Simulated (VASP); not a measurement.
# Si (Cmme) in VASP: notebook

Si is run at these levels: r2SCAN; tasks: relaxation of cell and atoms.

All numbers are computed with VASP 6.6.1; they aren't measurements. Logs are shortened: lines on timing, memory, paths and dates and some standing lists are left out, and cuts for length are marked.

### 1 The cell of the first run

The structure is orthorhombic, space group Cmme (No. 67). Conventional cell: a = 3.901 Å, b = 6.703 Å, c = 7.887 Å, α = 90.00°, β = 90.00°, γ = 90.00°. Within 3.0 Å of Si (site symmetry m) lie 3 Si at 2.24 to 2.25 Å.

### 2 Relaxation of cell and atoms, r2SCAN

POSCAR

```
Si
1.0
    1.9507254888     -3.3512851096      0.0000000000
    1.9507254888      3.3512851096      0.0000000000
    0.0000000000      0.0000000000      7.8868060208
Si
4
Direct
    0.0831319194      0.9168680806      0.7505003990
    0.5831319194      0.4168680806      0.2494996010
    0.9168680806      0.0831319194      0.2494996010
    0.4168680806      0.5831319194      0.7505003990
```

INCAR.step1

```
  PREC = Accurate
  ENCUT = 600
  ISMEAR = 0
  SIGMA = 0.1
  LREAL = F
  LASPH = T
  NELM = 80
  GGA = PE
  ALGO = Normal
  EDIFF = 1E-4
  LWAVE = T
  LCHARG = F
  LUSENCCL = F
```

INCAR.step2

```
  PREC = Accurate
  ENCUT = 600
  EDIFF = 1E-6
  ISMEAR = 0
  SIGMA = 0.1
  LREAL = F
  LASPH = T
  NELM = 80
  ALGO = Normal
  ISIF = 3
  LWAVE = F
  LCHARG = F
  METAGGA = R2SCAN
  LMIXTAU = T
  IBRION = 2
  NSW = 80
  EDIFFG = -0.01
  ISTART = 1
  LUSENCCL = F
```

KPOINTS

```
regular mesh
0
Gamma
  12 12 6
```

Potentials or basis: VASP PAW PBE potentials, release 64 (Si).

The run is started by

```bash
$ cat potpaw_PBE.64/Si/POTCAR > POTCAR
$ cp INCAR.step1 INCAR
$ mpirun -np 1 vasp_std > vasp.out
$ cp INCAR.step2 INCAR
$ mpirun -np 1 vasp_std > vasp.out
```

OUTCAR:

```text
PREC = Accurate
   ENCUT = 600
   EDIFF = 1E-6
   ISMEAR = 0
   LREAL = F
   LASPH = T
   NELM = 80
   ISIF = 3
   METAGGA = R2SCAN
   IBRION = 2
   NSW = 80
   EDIFFG = -0.01
   ISTART = 1

 ion  position               nearest neighbor table
   1  0.083  0.917  0.751-   4 2.24   4 2.25   4 2.25
   2  0.583  0.417  0.249-   3 2.24   3 2.25   3 2.25
   3  0.917  0.083  0.249-   2 2.24   2 2.25   2 2.25
   4  0.417  0.583  0.751-   1 2.24   1 2.25   1 2.25

  LATTYP: Found a base centered orthorhombic cell.
 ALAT       =     3.9014509776
 B/A-ratio  =     1.7179685860
 C/A-ratio  =     2.0215058618

  Lattice vectors:

 A1 = (   1.9507254888,  -3.3512851096,   0.0000000000)
 A2 = (   1.9507254888,   3.3512851096,   0.0000000000)
 A3 = (   0.0000000000,   0.0000000000,   7.8868060208)

Analysis of symmetry for initial positions (statically):
=====================================================================
 Subroutine PRICEL returns:
 Original cell was already a primitive cell.

 Routine SETGRP: Setting up the symmetry group for a
 base centered orthorhombic supercell.

 Subroutine GETGRP returns: Found  8 space group operations
 (whereof  4 operations were pure point group operations)
 out of a pool of  8 trial point group operations.

The static configuration has the point symmetry C_2h.
 The point group associated with its full space group is D_2h.

Analysis of symmetry for dynamics (positions and initial velocities):
=====================================================================
 Subroutine PRICEL returns:
 Original cell was already a primitive cell.

 Routine SETGRP: Setting up the symmetry group for a
 base centered orthorhombic supercell.

 Subroutine GETGRP returns: Found  8 space group operations
 (whereof  4 operations were pure point group operations)
 out of a pool of  8 trial point group operations.

The dynamic configuration has the point symmetry C_2h.
 The point group associated with its full space group is D_2h.

 Subroutine INISYM returns: Found  8 space group operations
 (whereof  4 operations are pure point group operations),
 and found     1 'primitive' translations

----------------------------------------------------------------------------------------

                                     Primitive cell

  volume of cell :     103.1190

  direct lattice vectors                    reciprocal lattice vectors
     1.950725489 -3.351285110  0.000000000     0.256314896 -0.149196497  0.000000000
     1.950725489  3.351285110  0.000000000     0.256314896  0.149196497 -0.000000000
     0.000000000  0.000000000  7.886806021    -0.000000000  0.000000000  0.126794040

  length of vectors
     3.877685111  3.877685111  7.886806021     0.296575320  0.296575320  0.126794040

  position of ions in fractional coordinates (direct lattice)
     0.083131919  0.916868081  0.750500399
     0.583131919  0.416868081  0.249499601
     0.916868081  0.083131919  0.249499601
     0.416868081  0.583131919  0.750500399

  ion indices of the primitive-cell ions
   primitive index   ion index
                 1           1
                 2           2
                 3           3
                 4           4

----------------------------------------------------------------------------------------

 KPOINTS: regular mesh

Automatic generation of k-mesh.
 Grid dimensions read from file:
 generate k-points for:   12   12    6

 Generating k-lattice:

  Cartesian coordinates                     Fractional coordinates (reciprocal lattice)
     0.021359575 -0.012433041  0.000000000     0.083333333  0.000000000  0.000000000
     0.021359575  0.012433041 -0.000000000     0.000000000  0.083333333  0.000000000
    -0.000000000  0.000000000  0.021132340     0.000000000  0.000000000  0.166666667

  Length of vectors
     0.024714610  0.024714610  0.021132340

  Shift w.r.t. Gamma in fractional coordinates (k-lattice)
     0.000000000  0.000000000  0.000000000

 Subroutine IBZKPT returns following result:
 ===========================================

 Found    172 irreducible k-points:

 Following reciprocal coordinates:
            Coordinates               Weight
  0.000000  0.000000  0.000000      1.000000
  0.083333  0.000000  0.000000      4.000000
  0.166667  0.000000  0.000000      4.000000
  0.250000  0.000000  0.000000      4.000000
  0.333333  0.000000  0.000000      4.000000
  0.416667  0.000000  0.000000      4.000000
[... 16 lines left out ...]
  0.500000  0.166667  0.000000      4.000000
 -0.416667  0.166667  0.000000      4.000000
 [... further k-points ...]
   k-points           NKPTS =    172   k-points in BZ     NKDIM =    172   number of bands    NBANDS=     12
   number of dos      NEDOS =    301   number of ions     NIONS =      4
   total plane-waves  NPLWV =  65536
   dimension x,y,z NGX =    32 NGY =   32 NGZ =   64
   dimension x,y,z NGXF=    64 NGYF=   64 NGZF=  128
   ions per type =               4
   NGX,Y,Z   is equivalent  to a cutoff of  13.72, 13.72, 13.49 a.u.
   NGXF,Y,Z  is equivalent  to a cutoff of  27.44, 27.44, 26.98 a.u.
 SYSTEM =  unknown system
   PREC   = accura    normal or accurate (medium, high low for compatibility)
   ISTART =      1    job   : 0-new  1-cont  2-samecut
   ICHARG =      0    charge: 1-file 2-atom 10-const
   ISPIN  =      1    spin polarized calculation?
   LNONCOLLINEAR =      F non collinear calculations
   LSORBIT =      F    spin-orbit coupling
   LASPH  =      T    aspherical Exc in radial PAW
   ENCUT  =  600.0 eV  44.10 Ry    6.64 a.u.   7.74  7.74 15.75*2*pi/ulx,y,z
   NELM   =     80;   NELMIN=  2; NELMDL=  0     # of ELM steps
   EDIFF  = 0.1E-05   stopping-criterion for ELM
   LREAL  =      F    real-space projection
   EDIFFG = -.1E-01   stopping-criterion for IOM
   NSW    =     80    number of steps for IOM
   IBRION =      2    ionic relax: 0-MD 1-quasi-New 2-CG
   NFREE  =      1    steps in history (QN), initial steepest desc. (CG)
   ISIF   =      3    stress and relaxation
   ISYM   =      2    0-nonsym 1-usesym 2-fastsym
   POTIM  = 0.5000    time-step for ionic-motion
   TEBEG  =    0.0;   TEEND  =   0.0 temperature during run
   PSTRESS=    0.0 pullay stress
   NELECT =      16.0000    total number of electrons
   NUPDOWN=      -1.0000    fix difference up-down
   EMIN   =  10.00;   EMAX   =-10.00  energy-range for DOS
   EFERMI =   0.00;   METHOD = LEGACY
   ISMEAR =     0;   SIGMA  =   0.10  broadening in eV -4-tet -1-fermi 0-gaus
   EFERMI_NEDOS =   21; number of points for ismear=-14 and -15
   IALGO  =     38    algorithm
   IMIX   =      4    mixing-type and parameters
     AMIX     =   0.40;   BMIX     =  1.00
     AMIX_MAG =   1.60;   BMIX_MAG =  1.00
  volume/ion in A,a.u.               =      25.78       173.97
  Fermi-wavevector in a.u.,A,eV,Ry     =   0.879701  1.662395 10.529201  0.773874
  Thomas-Fermi vector in A             =   1.999961
   LORBIT       =      0    0 simple, 1 ext, 2 COOP (PROOUT), +10 PAW based schemes
   METAGGA = R2SCAN    functional components
   LHFCALC =     F    Hartree Fock is set to
   AEXX    =    0.0000 exact exchange contribution
   IVDW    =     0    specifies the selected vdW correction
   LEPSILON=     F    determine dielectric tensor
   LRPA    =     F    only Hartree local field effects (RPA)
 conjugate gradient relaxation of ions
 non-spin polarized calculation
 Gauss-broadening in eV      SIGMA  =   0.10
  energy-cutoff  :      600.00
  volume of cell :      103.12
 maximum number of plane-waves:      3472
   NGX = 15   NGY = 15   NGZ = 31

--------------------------------------- Ionic step        1  -------------------------------------------

 number of electron      15.9999999 magnetization

 Free energy of the ion-electron system (eV)
  ---------------------------------------------------
  ext. energy  EPLUGINS =         0.00000000
  ---------------------------------------------------
  free energy    TOTEN  =       -32.39337632 eV

  energy without entropy =      -32.38936053  energy(sigma->0) =      -32.39136842

------------------------ aborting loop because EDIFF is reached ----------------------------------------

  FORCE on cell =-STRESS in cart. coord.  units (eV):
  Direction    XX          YY          ZZ          XY          YZ          ZX
  --------------------------------------------------------------------------------------
  -------------------------------------------------------------------------------------
  Total       -0.2795686     -0.1297680     -0.0503058      0.0000000      0.0000000      0.0000000
  in kB       -4.3437040     -2.0162275     -0.7816096      0.0000000      0.0000000      0.0000000
  external PRESSURE =      -2.3805137 kB  Pullay stress =       0.0000000 kB
[... 95 lines left out ...]
  FREE ENERGIE OF THE ION-ELECTRON SYSTEM (eV)
  ---------------------------------------------------
  free  energy   TOTEN  =       -32.3936847322 eV

  energy  without entropy=      -32.3897277436  energy(sigma->0) =      -32.39170624

[... ionic steps 4 to 9 ...]

--------------------------------------- Ionic step       10  -------------------------------------------

 number of electron      15.9999999 magnetization

------------------------ aborting loop because EDIFF is reached ----------------------------------------

  FORCE on cell =-STRESS in cart. coord.  units (eV):
  Direction    XX          YY          ZZ          XY          YZ          ZX
  --------------------------------------------------------------------------------------
  -------------------------------------------------------------------------------------
  Total       -0.0073469      0.0256300     -0.0399890      0.0000000      0.0000000      0.0000000
  in kB       -0.1147879      0.4004447     -0.6247894      0.0000000      0.0000000      0.0000000
  external PRESSURE =      -0.1130442 kB  Pullay stress =       0.0000000 kB
[... 61 lines left out ...]
  energy  without entropy=      -32.3900435906  energy(sigma->0) =      -32.39197956

--------------------------------------- Ionic step       12  -------------------------------------------

 number of electron      15.9999999 magnetization

 Free energy of the ion-electron system (eV)
  ---------------------------------------------------
  ext. energy  EPLUGINS =         0.00000000
  ---------------------------------------------------
  free energy    TOTEN  =       -32.39400698 eV

  energy without entropy =      -32.39016281  energy(sigma->0) =      -32.39208489

 E-fermi :   3.9432     XC(G=0):  -8.7613

 val. band max:        3.9259540767   @ k =  -0.4167   0.4167   0.0000
 cond. band min:       3.9454747351   @ k =   0.3333   0.3333   0.3333
 fundamental gap:      0.0195206584
 Fermi energy:         3.9431996171

 k-point     1 :       0.0000    0.0000    0.0000
  band No.  band energies     occupation
      1      -8.3991      2.00000
      2      -7.9418      2.00000
      3      -0.7270      2.00000
      4       1.7755      2.00000
      5       1.8749      2.00000
      6       1.9506      2.00000
      7       2.0134      2.00000
      8       2.1471      2.00000
      9       5.4671      0.00000
     10       5.7966      0.00000
     11       6.3815      0.00000
     12       6.6256      0.00000
[... 331 lines left out ...]
 k-point    24 :      -0.4167    0.1667    0.0000
  band No.  band energies     occupation
      1      -6.8326      2.00000
      2      -6.4147      2.00000
      3      -2.7586      2.00000
      4      -2.6156      2.00000
      5      -0.1698      2.00000
      6      -0.0760      2.00000
      7       0.8698      2.00000
      8       3.3470      2.00000
      9       5.4958      0.00000
     10       6.0191      0.00000
     11       6.6533      0.00000
     12       6.8269      0.00000

 [... further k-points ...]
[... 5 lines left out ...]
  --------------------------------------------------------------------------------------
  -------------------------------------------------------------------------------------
  Total        0.0108154     -0.0073677     -0.0278355      0.0000000      0.0000000      0.0000000
  in kB        0.1696452     -0.1155657     -0.4366134      0.0000000      0.0000000      0.0000000
  external PRESSURE =      -0.1275113 kB  Pullay stress =       0.0000000 kB
[... 19 lines left out ...]
  FREE ENERGIE OF THE ION-ELECTRON SYSTEM (eV)
  ---------------------------------------------------
  free  energy   TOTEN  =       -32.3940069833 eV

  energy  without entropy=      -32.3901628059  energy(sigma->0) =      -32.39208489

 reached required accuracy - stopping structural energy minimisation
```

It took 21 min on 1 × NVIDIA H100 80GB with 1 thread of Intel Xeon Platinum 8481C at 2.70GHz (Sapphire Rapids), shared host; peak memory 1.4 GiB.

What came out:

```yaml
Free_energy: -32.3940 eV
Relaxed_volume: 25.54 Å³/atom
Relaxed_cell: a = 3.877 Å, b = 3.877 Å, c = 7.827 Å, α = 90.00°, β = 90.00°, γ = 119.73°
Space_group_after_relaxing_to_0.1_Å: Fmmm (No. 69)
Energy_gained_by_relaxing: 0.2 meV/atom
Ionic_steps: 12
Pressure_after_relaxing: 0.0 GPa
Largest_force_after_relaxing: 0.009 eV/Å
Band_gap_on_the_k_mesh: zero (bands 8 and 9 overlap by 0.27 eV)
```

Forces in eV/Å, atoms in the order of the input:
```
Si   0.000  0.009 -0.001
Si   0.000  0.009  0.001
Si   0.000 -0.009  0.001
Si   0.000 -0.009 -0.001
```

Step by step:
```csv
step,energy change (eV),largest force (eV/Å),pressure (GPa),volume (Å³)
1,0.0000,0.0204,-0.24,103.12
2,0.0001,0.0066,0.30,102.55
3,-0.0003,0.0138,0.03,102.84
4,-0.0003,0.0140,0.01,102.85
5,-0.0004,0.0065,-0.01,102.82
6,-0.0004,0.0021,-0.03,102.80
7,-0.0004,0.0091,-0.02,102.73
8,-0.0004,0.0223,-0.01,102.63
9,-0.0005,0.0217,-0.01,102.61
10,-0.0005,0.0199,-0.01,102.55
11,-0.0005,0.0162,-0.01,102.41
12,-0.0006,0.0091,-0.01,102.14
```

Final structure:
```
Si
1.0
     1.94635   -3.35259    0.00000
     1.94635    3.35259    0.00000
     0.00000    0.00000    7.82673
Si
4
Direct
  0.08343 0.91657 0.75033
  0.58343 0.41657 0.24967
  0.91657 0.08343 0.24967
  0.41657 0.58343 0.75033
```

Levels at points of the mesh, in eV from the Fermi level:
```csv
k point,band 6,band 7,band 8,band 9,band 10,band 11
"(0.00, 0.00, 0.00)",-1.99,-1.93,-1.80,1.52,1.85,2.44
"(0.50, 0.00, 0.00)",-3.43,-1.72,-1.72,0.76,0.76,1.42
"(0.50, 0.50, 0.00)",-3.33,-2.35,-0.31,0.37,0.41,0.95
"(0.00, 0.00, 0.50)",-2.05,-2.03,-2.03,1.73,1.73,2.61
"(0.50, 0.00, 0.50)",-3.44,-1.23,-1.23,0.50,0.50,0.75
"(0.50, 0.50, 0.50)",-3.48,-1.24,-1.23,0.22,0.22,1.04
```

Caveat: semilocal functionals underestimate gaps, and a narrow one can read as zero; the PAW data sets were made with another functional, which shifts forces and pressure a little.

### 3 Relaxation of cell and atoms, r2SCAN

This run uses another cell than the first one, of 26.46 Å³/atom.

POSCAR

```
Si
1.0
    1.9449150083     -3.3572344612      0.0000000000
    1.9449150083      3.3572344612      0.0000000000
    0.0000000000      0.0000000000      8.1043027531
Si
4
Direct
    0.0834873772      0.9165126228      0.7506304822
    0.5834873772      0.4165126228      0.2493695178
    0.9165126228      0.0834873772      0.2493695178
    0.4165126228      0.5834873772      0.7506304822
```

INCAR.step1

```
PREC = Accurate ; ENCUT = 600
ISMEAR = 0 ; SIGMA = 0.01
LREAL = F ; LASPH = T
NELM = 60 ; GGA = PE
ALGO = Normal ; EDIFF = 1E-4
LWAVE = T ; LCHARG = F
```

INCAR.step2

```
PREC = Accurate ; ENCUT = 600
EDIFF = 1E-7 ; ISMEAR = 0
SIGMA = 0.01 ; LREAL = F
LASPH = T ; NELM = 60
ALGO = Normal ; ISIF = 3
LWAVE = F ; LCHARG = F
METAGGA = R2SCAN ; LMIXTAU = T
IBRION = 2 ; NSW = 80
EDIFFG = -0.01 ; ISTART = 1
```

KPOINTS

```
regular mesh
0
Gamma
  10 10 6
```

Potentials or basis: VASP PAW PBE potentials, release 64 (Si).

The run is started by

```bash
$ cat potpaw_PBE.64/Si/POTCAR > POTCAR
$ cp INCAR.step1 INCAR
$ mpirun -np 1 vasp_std > vasp.out
$ cp INCAR.step2 INCAR
$ mpirun -np 1 vasp_std > vasp.out
```

Run time: 66 min. Hardware: 1 thread of Oxide Virtual Turin-like, shared host; peak memory 0.34 GiB.

Results (log left out):

```
Free energy                           : -32.3941 eV
Relaxed volume                        : 25.94 Å³/atom
Relaxed cell                          : a = 3.875 Å, b = 3.875 Å, c = 7.953 Å, α = 90.00°, β = 90.00°, γ = 119.68°
Space group after relaxing (to 0.1 Å) : Fmmm (No. 69)
Energy gained by relaxing             : 0.4 meV/atom
Ionic steps                           : 12
Pressure after relaxing               : 0.0 GPa
Largest force after relaxing          : 0.009 eV/Å
Band gap on the k mesh                : zero (bands 8 and 9 overlap by 0.26 eV)
```

Forces in eV/Å, atoms in the order of the input:
```
Si   0.000  0.009 -0.002
Si   0.000  0.009  0.002
Si   0.000 -0.009  0.002
Si   0.000 -0.009 -0.002
```

The path:
```tsv
step	energy change (eV)	largest force (eV/Å)	pressure (GPa)	volume (Å³)
1	0.0000	0.0531	-0.16	105.83
2	-0.0003	0.0277	0.11	105.44
3	-0.0004	0.0048	0.03	105.55
4	-0.0006	0.0081	-0.03	105.43
5	-0.0006	0.0091	-0.05	105.40
6	-0.0008	0.0084	-0.06	105.25
7	-0.0011	0.0157	-0.09	104.78
8	-0.0013	0.0203	-0.14	103.85
9	-0.0013	0.0219	-0.12	104.14
10	-0.0014	0.0107	-0.08	104.00
11	-0.0015	0.0161	0.02	103.68
12	-0.0015	0.0089	-0.01	103.77
```

Final structure:
```
CELL_PARAMETERS angstrom
1.94705 -3.35079 0.00000
1.94705 3.35079 0.00000
0.00000 0.00000 7.95270
ATOMIC_POSITIONS crystal
Si 0.08322 0.91678 0.75044
Si 0.58322 0.41678 0.24956
Si 0.91678 0.08322 0.24956
Si 0.41678 0.58322 0.75044
```

Levels at points of the mesh, in eV from the Fermi level:
| k point | band 6 | band 7 | band 8 | band 9 | band 10 | band 11 |
| --- | --- | --- | --- | --- | --- | --- |
| (0.00, 0.00, 0.00) | -1.93 | -1.89 | -1.86 | 1.61 | 1.92 | 2.52 |
| (0.50, 0.00, 0.00) | -3.37 | -1.61 | -1.61 | 0.83 | 0.83 | 1.39 |
| (0.50, 0.50, 0.00) | -3.29 | -2.22 | -0.20 | 0.31 | 0.48 | 0.98 |
| (0.00, 0.00, 0.50) | -2.00 | -1.96 | -1.95 | 1.80 | 1.80 | 2.68 |
| (0.50, 0.00, 0.50) | -3.37 | -1.18 | -1.18 | 0.56 | 0.56 | 0.82 |
| (0.50, 0.50, 0.50) | -3.42 | -1.18 | -1.16 | 0.31 | 0.31 | 1.06 |

Caveat: semilocal functionals underestimate gaps, and a narrow one can read as zero; the PAW data sets were made with another functional, which shifts forces and pressure a little.

The gap in the log of VASP goes by the Fermi energy; the results here count the filled bands.